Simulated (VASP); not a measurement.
# Mg3Sb2 (P-3m1) in VASP: further runs

Runs on Mg3Sb2. Level: LDA. Tasks: single point, relaxation of cell and atoms.

All numbers are computed with VASP 6.6.1; they aren't measurements. Logs are shortened: lines on timing, memory, paths and dates and some standing lists are left out, and cuts for length are marked.

## 1. The cell of the first run

Symmetry: P-3m1, No. 164, trigonal system. The conventional cell has a = 4.499 Å, b = 4.499 Å, c = 7.118 Å, α = 90.00°, β = 90.00°, γ = 120.00°. Within 3.7 Å of Mg (site symmetry 3m) lie 4 Sb at 2.79 to 2.90 Å and 6 Mg at 3.21 to 3.69 Å. Within 4.0 Å of Mg (site symmetry -3m) lie 6 Sb at 3.05 Å and 6 Mg at 3.69 Å. Within 3.7 Å of Sb (site symmetry 3m) lie 7 Mg at 2.79 to 3.05 Å.

## 2. Single point, LDA

INCAR

```
SYSTEM = Mg3Sb2
  PREC = Accurate
  ENCUT = 520
  EDIFF = 1E-7
  ISMEAR = 0
  SIGMA = 0.01
  LREAL = .False.
  LASPH = .True.
  NELM = 100
  ALGO = Normal
  ISIF = 2
  LWAVE = .False.
  LCHARG = .False.
  GGA = CA
  NBANDS = 16
```

KPOINTS

```
regular mesh
0
Gamma
  9 9 6
  0 0 0
```

POSCAR

```
Mg3Sb2
1.0
    4.4988880660      0.0000000000      0.0000000000
   -2.2494440330      3.8961513539      0.0000000000
    0.0000000000      0.0000000000      7.1178455128
Mg Sb
3 2
Direct
    0.3333333333      0.6666666667      0.6322040177
    0.6666666667      0.3333333333      0.3677959823
    0.0000000000      0.0000000000      0.0000000000
    0.3333333333      0.6666666667      0.2247061444
    0.6666666667      0.3333333333      0.7752938556
```

Potentials or basis: VASP PAW LDA potentials, release 64 (Mg, Sb).

Run with:

```console
> cat potpaw_LDA.64/Mg/POTCAR potpaw_LDA.64/Sb/POTCAR > POTCAR
> mpirun -np 1 vasp_std > vasp.out
```

OUTCAR:

```text
SYSTEM = Mg3Sb2
   PREC = Accurate
   ENCUT = 520
   EDIFF = 1E-7
   ISMEAR = 0
   LREAL = .False.
   LASPH = .True.
   NELM = 100
   ISIF = 2
   GGA = CA

 ion  position               nearest neighbor table
   1  0.333  0.667  0.632-   5 2.79   5 2.79   5 2.79   4 2.90   2 3.21   2 3.21   2 3.21
   2  0.667  0.333  0.368-   4 2.79   4 2.79   4 2.79   5 2.90   1 3.21   1 3.21   1 3.21
   3  0.000  0.000  0.000-   4 3.05   5 3.05   4 3.05   5 3.05   5 3.05   4 3.05
   4  0.333  0.667  0.225-   2 2.79   2 2.79   2 2.79   1 2.90   3 3.05   3 3.05   3 3.05
   5  0.667  0.333  0.775-   1 2.79   1 2.79   1 2.79   2 2.90   3 3.05   3 3.05   3 3.05

  LATTYP: Found a hexagonal cell.
 ALAT       =     4.4988880660
 C/A-ratio  =     1.5821343871

  Lattice vectors:

 A1 = (   4.4988880660,   0.0000000000,   0.0000000000)
 A2 = (  -2.2494440330,   3.8961513539,   0.0000000000)
 A3 = (   0.0000000000,   0.0000000000,   7.1178455128)

Analysis of symmetry for initial positions (statically):
=====================================================================
 Subroutine PRICEL returns:
 Original cell was already a primitive cell.

 Routine SETGRP: Setting up the symmetry group for a
 hexagonal supercell.

 Subroutine GETGRP returns: Found 12 space group operations
 (whereof 12 operations were pure point group operations)
 out of a pool of 24 trial point group operations.

The static configuration has the point symmetry D_3d.

Analysis of symmetry for dynamics (positions and initial velocities):
=====================================================================
 Subroutine PRICEL returns:
 Original cell was already a primitive cell.

 Routine SETGRP: Setting up the symmetry group for a
 hexagonal supercell.

 Subroutine GETGRP returns: Found 12 space group operations
 (whereof 12 operations were pure point group operations)
 out of a pool of 24 trial point group operations.

The dynamic configuration has the point symmetry D_3d.

 Subroutine INISYM returns: Found 12 space group operations
 (whereof 12 operations are pure point group operations),
 and found     1 'primitive' translations

----------------------------------------------------------------------------------------

                                     Primitive cell

  volume of cell :     124.7641

  direct lattice vectors                    reciprocal lattice vectors
     4.498888066  0.000000000  0.000000000     0.222277146  0.128331770  0.000000000
    -2.249444033  3.896151354  0.000000000     0.000000000  0.256663540  0.000000000
     0.000000000  0.000000000  7.117845513     0.000000000  0.000000000  0.140491951

  length of vectors
     4.498888066  4.498888066  7.117845513     0.256663540  0.256663540  0.140491951

  position of ions in fractional coordinates (direct lattice)
     0.333333333  0.666666667  0.632204018
     0.666666667  0.333333333  0.367795982
     0.000000000  0.000000000  0.000000000
     0.333333333  0.666666667  0.224706144
     0.666666667  0.333333333  0.775293856

  ion indices of the primitive-cell ions
   primitive index   ion index
                 1           1
                 2           2
                 3           3
                 4           4
                 5           5

----------------------------------------------------------------------------------------

 KPOINTS: regular mesh

Automatic generation of k-mesh.
 Grid dimensions read from file:
 generate k-points for:    9    9    6

 Generating k-lattice:

  Cartesian coordinates                     Fractional coordinates (reciprocal lattice)
     0.024697461  0.014259086  0.000000000     0.111111111  0.000000000  0.000000000
     0.000000000  0.028518171  0.000000000     0.000000000  0.111111111  0.000000000
     0.000000000  0.000000000  0.023415325     0.000000000  0.000000000  0.166666667

  Length of vectors
     0.028518171  0.028518171  0.023415325

  Shift w.r.t. Gamma in fractional coordinates (k-lattice)
     0.000000000  0.000000000  0.000000000

 Subroutine IBZKPT returns following result:
 ===========================================

 Found     62 irreducible k-points:

 Following reciprocal coordinates:
            Coordinates               Weight
  0.000000  0.000000  0.000000      1.000000
  0.111111  0.000000  0.000000      6.000000
  0.222222  0.000000  0.000000      6.000000
  0.333333 -0.000000  0.000000      6.000000
  0.444444  0.000000  0.000000      6.000000
  0.111111  0.111111  0.000000      6.000000
[... 16 lines left out ...]
  0.222222  0.111111  0.166667     12.000000
 -0.111111  0.333333  0.166667     12.000000
 [... further k-points ...]
   k-points           NKPTS =     62   k-points in BZ     NKDIM =     62   number of bands    NBANDS=     16
   number of dos      NEDOS =    301   number of ions     NIONS =      5
   total plane-waves  NPLWV =  69984
   dimension x,y,z NGX =    36 NGY =   36 NGZ =   54
   dimension x,y,z NGXF=    72 NGYF=   72 NGZF=  108
   ions per type =               3   2
   NGX,Y,Z   is equivalent  to a cutoff of  13.30, 13.30, 12.61 a.u.
   NGXF,Y,Z  is equivalent  to a cutoff of  26.61, 26.61, 25.22 a.u.
 SYSTEM =  Mg3Sb2
   PREC   = accura    normal or accurate (medium, high low for compatibility)
   ISTART =      0    job   : 0-new  1-cont  2-samecut
   ICHARG =      2    charge: 1-file 2-atom 10-const
   ISPIN  =      1    spin polarized calculation?
   LNONCOLLINEAR =      F non collinear calculations
   LSORBIT =      F    spin-orbit coupling
   LASPH  =      T    aspherical Exc in radial PAW
   ENCUT  =  520.0 eV  38.22 Ry    6.18 a.u.   8.36  8.36 13.23*2*pi/ulx,y,z
   NELM   =    100;   NELMIN=  2; NELMDL= -5     # of ELM steps
   EDIFF  = 0.1E-06   stopping-criterion for ELM
   LREAL  =      F    real-space projection
   EDIFFG = 0.1E-05   stopping-criterion for IOM
   NSW    =      0    number of steps for IOM
   IBRION =     -1    ionic relax: 0-MD 1-quasi-New 2-CG
   NFREE  =      0    steps in history (QN), initial steepest desc. (CG)
   ISIF   =      2    stress and relaxation
   ISYM   =      2    0-nonsym 1-usesym 2-fastsym
   POTIM  = 0.5000    time-step for ionic-motion
   TEBEG  =    0.0;   TEEND  =   0.0 temperature during run
   PSTRESS=    0.0 pullay stress
   NELECT =      16.0000    total number of electrons
   NUPDOWN=      -1.0000    fix difference up-down
   EMIN   =  10.00;   EMAX   =-10.00  energy-range for DOS
   EFERMI =   0.00;   METHOD = LEGACY
   ISMEAR =     0;   SIGMA  =   0.01  broadening in eV -4-tet -1-fermi 0-gaus
   EFERMI_NEDOS =   21; number of points for ismear=-14 and -15
   IALGO  =     38    algorithm
   IMIX   =      4    mixing-type and parameters
     AMIX     =   0.40;   BMIX     =  1.00
     AMIX_MAG =   1.60;   BMIX_MAG =  1.00
  volume/ion in A,a.u.               =      24.95       168.39
  Fermi-wavevector in a.u.,A,eV,Ry     =   0.825566  1.560093  9.273169  0.681559
  Thomas-Fermi vector in A             =   1.937446
   LORBIT       =      0    0 simple, 1 ext, 2 COOP (PROOUT), +10 PAW based schemes
   GGA     = CA    functional components
   LHFCALC =     F    Hartree Fock is set to
   AEXX    =    0.0000 exact exchange contribution
   IVDW    =     0    specifies the selected vdW correction
   LEPSILON=     F    determine dielectric tensor
   LRPA    =     F    only Hartree local field effects (RPA)
 non-spin polarized calculation
 Gauss-broadening in eV      SIGMA  =   0.01
  energy-cutoff  :      520.00
  volume of cell :      124.76
 maximum number of plane-waves:      3417
 NGX is ok and might be reduce to    36
   NGX = 17   NGY = 17   NGZ = 27

 number of electron      16.0000000 magnetization

 Free energy of the ion-electron system (eV)
  ---------------------------------------------------
  ext. energy  EPLUGINS =         0.00000000
  ---------------------------------------------------
  free energy    TOTEN  =       -17.09387180 eV

  energy without entropy =      -17.09387180  energy(sigma->0) =      -17.09387180

 E-fermi :   4.8093     XC(G=0):  -9.1708

 val. band max:        4.7550171496   @ k =   0.0000   0.0000   0.0000
 cond. band min:       4.8542497295   @ k =   0.0000   0.4444   0.3333
 fundamental gap:      0.0992325799
 Fermi energy:         4.8093027005

 k-point     1 :       0.0000    0.0000    0.0000
  band No.  band energies     occupation
      1      -5.8595      2.00000
      2      -4.5081      2.00000
      3      -0.4148      2.00000
      4       3.5881      2.00000
      5       3.5881      2.00000
      6       4.3276      2.00000
[... 8 lines left out ...]
     15       8.8575      0.00000
     16       9.7868      0.00000

 k-point     2 :       0.1111    0.0000    0.0000
  band No.  band energies     occupation
      1      -5.7690      2.00000
      2      -4.4542      2.00000
      3      -0.3038      2.00000
      4       2.7732      2.00000
      5       3.3329      2.00000
      6       3.5713      2.00000
[... 8 lines left out ...]
     15       8.8566      0.00000
     16       9.0741      0.00000

 k-point     3 :       0.2222    0.0000    0.0000
  band No.  band energies     occupation
      1      -5.5096      2.00000
      2      -4.3189      2.00000
      3       0.0210      2.00000
      4       1.5155      2.00000
      5       2.4516      2.00000
      6       2.8947      2.00000
[... 8 lines left out ...]
     15       9.1254      0.00000
     16       9.6532      0.00000
[... 362 lines left out ...]
 k-point    23 :       0.2222    0.1111    0.1667
  band No.  band energies     occupation
      1      -5.2164      2.00000
      2      -4.3160      2.00000
      3       0.4102      2.00000
      4       1.1015      2.00000
      5       1.5894      2.00000
      6       2.5063      2.00000
[... 8 lines left out ...]
     15       9.8507      0.00000
     16      10.1794      0.00000

 k-point    24 :      -0.1111    0.3333    0.1667
  band No.  band energies     occupation
      1      -5.2181      2.00000
      2      -4.3120      2.00000
      3       0.2976      2.00000
      4       1.3047      2.00000
      5       1.5635      2.00000
      6       2.5013      2.00000
[... 8 lines left out ...]
     15       9.8525      0.00000
     16      10.5004      0.00000

 [... further k-points ...]

------------------------ aborting loop because EDIFF is reached ----------------------------------------

  FORCE on cell =-STRESS in cart. coord.  units (eV):
  Direction    XX          YY          ZZ          XY          YZ          ZX
  --------------------------------------------------------------------------------------
  -------------------------------------------------------------------------------------
  Total       -0.0088250     -0.0088250     -0.0144817     -0.0000000      0.0000000     -0.0000000
  in kB       -0.1133280     -0.1133280     -0.1859691     -0.0000000      0.0000000     -0.0000000
  external PRESSURE =      -0.1375417 kB  Pullay stress =       0.0000000 kB

 VOLUME and BASIS-vectors are now :
 -----------------------------------------------------------------------------
  energy-cutoff  :      520.00
  volume of cell :      124.76
      direct lattice vectors                 reciprocal lattice vectors
     4.498888066  0.000000000  0.000000000     0.222277146  0.128331770  0.000000000
    -2.249444033  3.896151354  0.000000000     0.000000000  0.256663540  0.000000000
     0.000000000  0.000000000  7.117845513     0.000000000  0.000000000  0.140491951

 POSITION                                       TOTAL-FORCE (eV/Angst)
 -----------------------------------------------------------------------------------
     -0.00000      2.59743      4.49993         0.000000      0.000000     -0.001761
      2.24944      1.29872      2.61791         0.000000     -0.000000      0.001761
      0.00000      0.00000      0.00000         0.000000      0.000000      0.000000
     -0.00000      2.59743      1.59942        -0.000000      0.000000     -0.026889
      2.24944      1.29872      5.51842         0.000000      0.000000      0.026889
 -----------------------------------------------------------------------------------
    total drift:                               -0.000000      0.000000      0.000000

  FREE ENERGIE OF THE ION-ELECTRON SYSTEM (eV)
  ---------------------------------------------------
  free  energy   TOTEN  =       -17.0938717989 eV

  energy  without entropy=      -17.0938717989  energy(sigma->0) =      -17.09387180
```

Wall time 95 s (1 thread of AMD EPYC 7R43 (Zen 3), shared host); peak memory 0.25 GiB.

What came out:

```
Free energy            : -17.0939 eV
Pressure               : 0.0 GPa
Largest force          : 0.027 eV/Å
Band gap on the k mesh : 0.10 eV, indirect (least direct gap 1.23 eV)
```

Forces in eV/Å, atoms in the order of the input:
```
Mg   0.000  0.000 -0.002
Mg   0.000  0.000  0.002
Mg   0.000  0.000  0.000
Sb   0.000  0.000 -0.027
Sb   0.000  0.000  0.027
```

Levels at points of the mesh, in eV from the valence-band top:
```tsv
k point	band 6	band 7	band 8	band 9	band 10	band 11
(0.00, 0.00, 0.00)	-0.43	-0.43	0.00	1.23	1.24	3.05
(0.00, 0.00, 0.50)	-0.82	-0.80	-0.80	1.78	1.93	2.69
```

Caveat: spin-orbit coupling is left out, which moves the levels of the heavy elements. A k mesh can miss the band edges.

## 3. Relaxation of cell and atoms, LDA

This run uses another cell than the first one, of 26.60 Å³/atom, 1.066 times its volume.

INCAR

```
SYSTEM = Mg3Sb2
ALGO = Normal
EDIFF = 1E-7
EDIFFG = -0.005
ENCUT = 600
GGA_COMPAT = .False.
IBRION = 2
ISIF = 3
ISMEAR = 0
LASPH = .True.
LCHARG = .False.
LREAL = .False.
LWAVE = .False.
NELM = 120
NELMIN = 4
NSW = 70
PREC = Accurate
SIGMA = 0.01
```

KPOINTS

```
k-points
0
Gamma
  9 9 6
  0 0 0
```

POSCAR

```
Mg3Sb2
1.0
    4.5952433795      0.0000000000      0.0000000000
   -2.2976216898      3.9795975032      0.0000000000
    0.0000000000      0.0000000000      7.2730418868
Mg Sb
3 2
Direct
    0.3333333333      0.6666666667      0.6322157793
    0.6666666667      0.3333333333      0.3677842207
    0.0000000000      0.0000000000      0.0000000000
    0.3333333333      0.6666666667      0.2257195762
    0.6666666667      0.3333333333      0.7742804238
```

Potentials or basis: VASP PAW LDA potentials, release 64 (Mg, Sb).

Run with:

```console
> cat potpaw_LDA.64/Mg/POTCAR potpaw_LDA.64/Sb/POTCAR > POTCAR
> mpirun -np 1 vasp_std > vasp.out
```

It took 6.3 min on 1 thread of Intel Xeon Platinum 8488C (Sapphire Rapids), shared host; peak memory 0.35 GiB.

The run converged. Its results:

| Quantity | Value |
| --- | --- |
| Free energy | -17.0944 eV |
| Relaxed volume | 24.93 Å³/atom |
| Relaxed cell | a = 4.498 Å, b = 4.498 Å, c = 7.113 Å, α = 90.00°, β = 90.00°, γ = 120.00° |
| Space group after relaxing (to 0.05 Å) | P-3m1 (No. 164) |
| Energy gained by relaxing | 15.3 meV/atom |
| Ionic steps | 9 |
| Pressure after relaxing | 0.0 GPa |
| Largest force after relaxing | 0.004 eV/Å |
| Band gap on the k mesh | 0.09 eV, indirect (least direct gap 1.22 eV) |

Forces in eV/Å, atoms in the order of the input:
```
Mg   0.000  0.000 -0.004
Mg   0.000  0.000  0.004
Mg   0.000  0.000  0.000
Sb   0.000  0.000  0.000
Sb   0.000  0.000  0.000
```

Step by step:
```csv
step,energy change (eV),largest force (eV/Å),pressure (GPa),volume (Å³)
1,0.0000,0.0753,-2.82,133.00
2,-0.0746,0.1069,0.30,124.19
3,-0.0753,0.0897,-0.01,124.93
4,-0.0753,0.0860,-0.07,125.09
5,-0.0759,0.0611,-0.07,125.01
6,-0.0767,0.0081,-0.06,124.80
7,-0.0767,0.0050,0.04,124.56
8,-0.0767,0.0062,0.01,124.65
9,-0.0767,0.0038,0.00,124.66
```

Final structure:
```cif
data_structure
_symmetry_space_group_name_H-M 'P 1'
_symmetry_Int_Tables_number 1
_cell_length_a 4.4984
_cell_length_b 4.4984
_cell_length_c 7.1131
_cell_angle_alpha 90.000
_cell_angle_beta 90.000
_cell_angle_gamma 120.000
_cell_volume 124.66
loop_
_atom_site_label
_atom_site_type_symbol
_atom_site_fract_x
_atom_site_fract_y
_atom_site_fract_z
_atom_site_occupancy
Mg1 Mg 0.33333 0.66667 0.63219 1
Mg2 Mg 0.66667 0.33333 0.36781 1
Mg3 Mg 0.00000 0.00000 0.00000 1
Sb1 Sb 0.33333 0.66667 0.22409 1
Sb2 Sb 0.66667 0.33333 0.77591 1
```

Levels at points of the mesh, in eV from the valence-band top:
| k point | band 6 | band 7 | band 8 | band 9 | band 10 | band 11 |
| --- | --- | --- | --- | --- | --- | --- |
| (0.00, 0.00, 0.00) | -0.43 | -0.43 | 0.00 | 1.22 | 1.23 | 3.04 |
| (0.00, 0.00, 0.50) | -0.83 | -0.81 | -0.81 | 1.77 | 1.93 | 2.68 |

Caveat: spin-orbit coupling is left out, which moves the levels of the heavy elements.
